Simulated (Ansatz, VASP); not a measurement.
## Two plane-wave programs on MgO2

```
Mg O
1.0
     1.60476    0.92651    3.49398
    -1.60476    0.92651    3.49398
     0.00000   -1.85302    3.49398
Mg O
1 2
Cartesian
  0.0000 0.0000 0.0000
  0.0000 0.0000 4.4945
  0.0000 0.0000 5.9874
```

Alike in both runs: task single point; functional PBEsol; k mesh 12 × 12 × 12; occupations gaussian, width 0.02 eV; no spin polarisation.

```csv
,VASP,Ansatz
version,VASP 6.6.1,Ansatz 0.2.0
potentials or method,"VASP PAW PBE potentials, release 64 (Mg_sv, O), cutoff 840 eV","scalar-relativistic, plane waves, PAW"
valence electrons in the cell,22,22
```

```csv
,VASP,Ansatz,Ansatz less VASP
gap on the k mesh at the Fermi level (eV),2.21,2.23,+0.026
least direct gap on the mesh (eV),2.21,2.23,+0.026
pressure (GPa),-4.5,-4.8,-0.34
"traceless stress, the component that is largest in VASP (GPa)",-1.47,-2.17,-0.700
rms of the force components (eV/Å),0.088,0.143,+0.0557
```

VASP's potentials were made for PBE, not for PBEsol. Atom by atom the forces differ by 0.056 eV/Å (rms over components). With one functional, cell and mesh, what is left measures potentials, basis and numerics.
